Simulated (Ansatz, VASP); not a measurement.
## Two plane-wave programs on Al

File INCAR:

```
PREC = Accurate
ENCUT = 520
EDIFF = 1E-6
ISMEAR = 0
SIGMA = 0.15
LREAL = False
LASPH = True
NELM = 80
ALGO = Fast
ISIF = 2
LWAVE = False
LCHARG = False
GGA = PE
IVDW = 12
NBANDS = 22
```

The input KPOINTS:

```
regular mesh
0
Gamma
  16 16 2
```

The input POSCAR:

```
Al
1.0
   -2.8144222649      0.0000000000      0.0000000000
   -1.4072111325     -2.4373611784      0.0000000000
   -0.2345351887     -0.4062268631     18.4820941423
Al
8
Direct
    1.0000000000      0.9895833333      0.0625000000
    1.0000000000      0.9062500000      0.5625000000
    0.3333333333      0.2187500000      0.6875000000
    0.3333333333      0.3020833333      0.1875000000
    0.0000000000     -0.1354166667      0.8125000000
    0.0000000000     -0.0520833333      0.3125000000
    0.6666666667      0.5104166667      0.9375000000
    0.6666666667      0.5937500000      0.4375000000
```

Input for Ansatz:

```yaml
crystal:
  lattice:
    - [-2.8144222649, 0.0, 0.0]
    - [-1.4072111325, -2.4373611784, 0.0]
    - [-0.2345351887, -0.4062268631, 18.4820941423]
  atoms:
    - { symbol: Al, position: [1.0, 0.9895833333, 0.0625] }
    - { symbol: Al, position: [1.0, 0.90625, 0.5625] }
    - { symbol: Al, position: [0.3333333333, 0.21875, 0.6875] }
    - { symbol: Al, position: [0.3333333333, 0.3020833333, 0.1875] }
    - { symbol: Al, position: [0.0, -0.1354166667, 0.8125] }
    - { symbol: Al, position: [0.0, -0.0520833333, 0.3125] }
    - { symbol: Al, position: [0.6666666667, 0.5104166667, 0.9375] }
    - { symbol: Al, position: [0.6666666667, 0.59375, 0.4375] }
basis:
  ecutwfc: 420
kpoints:
  mp_grid: { grid: [16, 16, 2] }
hamiltonian:
  xc: pbe
  pseudopotentials: { kind: paw, azcp: { folder: soft_1 } }
  dispersion: d3bj
scf:
  occupations: { method: gaussian, width: 0.15 }
output:
  forces: true
  stress: true
  eigenvalues: true
```

Alike in both runs: task single point; functional PBE; dispersion D3(BJ); k mesh 16 × 16 × 2; occupations gaussian, width 0.15 eV; no spin polarisation.

|  | VASP | Ansatz |
| --- | --- | --- |
| version | VASP 6.6.1 | Ansatz 0.2.0 |
| potentials or method | VASP PAW PBE potentials, release 64 (Al), cutoff 520 eV | scalar-relativistic, plane waves, PAW |
| valence electrons in the cell | 24 | 24 |

|  | VASP | Ansatz | Ansatz less VASP |
| --- | --- | --- | --- |
| gap on the k mesh at the Fermi level (eV) | none | none | - |
| pressure (GPa) | 0.3 | 0.3 | 0.00 |
| traceless stress, the component that is largest in VASP (GPa) | 0.83 | 0.83 | -0.003 |
| rms of the force components (eV/Å) | 0.101 | 0.101 | 0.0000 |

Atom by atom the forces differ by 0.000 eV/Å (rms over components). A gap of «none» marks a metal or a gap that the smearing closes.
